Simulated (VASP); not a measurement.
Si: relaxation of cell and atoms with PBE

Crystal: Si.

```
Si
1.0
     2.87423   -1.89965    0.00000
     2.87423    1.89965    0.00000
     0.00000    0.00000    7.74914
Si
4
Direct
  0.85000 0.15000 0.11700
  0.65000 0.35000 0.61700
  0.15000 0.85000 0.88300
  0.35000 0.65000 0.38300
```

| Quantity | Value |
| --- | --- |
| Program | VASP 6.6.1 |
| Task | relaxation of cell and atoms |
| Functional | PBE |
| Potentials or basis | VASP PAW PBE potentials, release 64 (Si) |
| Cutoff | 600 eV |
| k mesh | 6 × 6 × 2 |
| Occupations | gaussian, width 0.1 eV |
| Spin | no spin polarisation |
| Dipole correction | no |
| Further INCAR settings | ALGO = Normal; EDIFF = 1e-06; IBRION = 2; EDIFFG = -0.04; NSW = 90; ISIF = 3 |

```
Relaxed volume                        : 14.76 Å³/atom
Relaxed cell                          : a = 2.882 Å, b = 2.882 Å, c = 7.301 Å, α = 90.00°, β = 90.00°, γ = 76.82°
Space group after relaxing (to 0.1 Å) : I4/mmm (No. 139)
Energy gained by relaxing             : 614.4 meV/atom
Ionic steps                           : 44
Pressure after relaxing               : 0.1 GPa
Largest force after relaxing          : 0.028 eV/Å
```

Forces on the atoms (eV/Å):
```
Si   0.000  0.004  0.028
Si   0.000 -0.004  0.028
Si   0.000 -0.004 -0.028
Si   0.000  0.004 -0.028
```

Stress tensor (GPa, compression positive):
```
 0.09  0.00  0.00
 0.00  0.39  0.00
 0.00  0.00 -0.12
```

Step by step:
```
step  energy change (eV)  largest force (eV/Å)  pressure (GPa)  volume (Å³)
   1              0.0000                3.3214           -4.68        84.62
   3             -1.7825                0.1055           -8.21        73.87
   5             -1.8147                0.2731           -7.02        72.68
   7             -1.9967                0.8417            0.32        65.51
   9             -2.1904                0.3206            1.94        61.09
  11             -2.1936                0.2843            1.67        61.60
  13             -2.2117                0.2216           -1.20        63.22
  15             -2.2785                0.2778           -0.93        62.66
  17             -2.3280                0.1079           -0.62        61.43
  19             -2.3349                0.0921           -0.42        61.10
  21             -2.3477                0.0533           -0.58        60.83
  23             -2.3430                0.1103           -0.17        59.86
  25             -2.3700                0.0765           -0.68        60.37
  27             -2.3804                0.1248           -0.10        59.95
  29             -2.3838                0.1764            0.18        59.73
  31             -2.4086                0.2024            0.26        59.36
  33             -2.4200                0.1914            0.36        59.30
  35             -2.4383                0.1280            0.36        59.37
  37             -2.4470                0.1502            0.31        59.35
  39             -2.4503                0.1115           -0.09        59.53
  41             -2.4545                0.0713           -0.45        59.60
  43             -2.4577                0.0404            0.17        59.02
  44             -2.4578                0.0284            0.12        59.03
```

Final structure:
```xyz
4
Lattice="2.2580 -1.7905 0.0000 2.2580 1.7905 0.0000 0.0000 0.0000 7.3006" Properties=species:S:1:pos:R:3 pbc="T T T"
Si    2.2580   -0.8962    0.9106
Si    2.2580   -0.8942    4.5610
Si    2.2580    0.8962    6.3900
Si    2.2580    0.8942    2.7397
```

Levels at points of the mesh, in eV from the Fermi level:
```tsv
k point	band 4	band 5	band 6	band 7	band 8	band 9	band 10	band 11	band 12
(0.00, 0.00, 0.00)	-4.17	-2.70	1.45	3.76	3.81	3.85	4.55	5.61	6.03
(0.50, 0.00, 0.00)	-7.21	-6.58	-6.58	0.07	0.07	1.66	1.66	3.90	3.90
(0.50, 0.50, 0.00)	-4.95	-4.03	-3.99	-3.82	-2.23	-1.31	-1.27	0.52	1.10
(0.00, 0.00, 0.50)	-8.07	2.04	2.04	2.26	2.26	4.34	4.34	5.23	5.23
(0.50, 0.00, 0.50)	-8.89	-3.64	-3.64	-3.63	-3.63	4.26	4.26	4.26	4.26
(0.50, 0.50, 0.50)	-5.96	-3.19	-3.19	-2.18	-2.18	-1.12	-1.12	-0.77	-0.77
```

Run time: 11 min on 1 thread of Intel Xeon 8259CL, with other jobs on the host, peak memory 0.23 GiB.

Caveat: the k points lie up to 0.43 Å⁻¹ apart in the final cell; the volume moved by over 15 % at a fixed basis, so the end points are rough; the highest band is partly filled, so the run has too few bands.
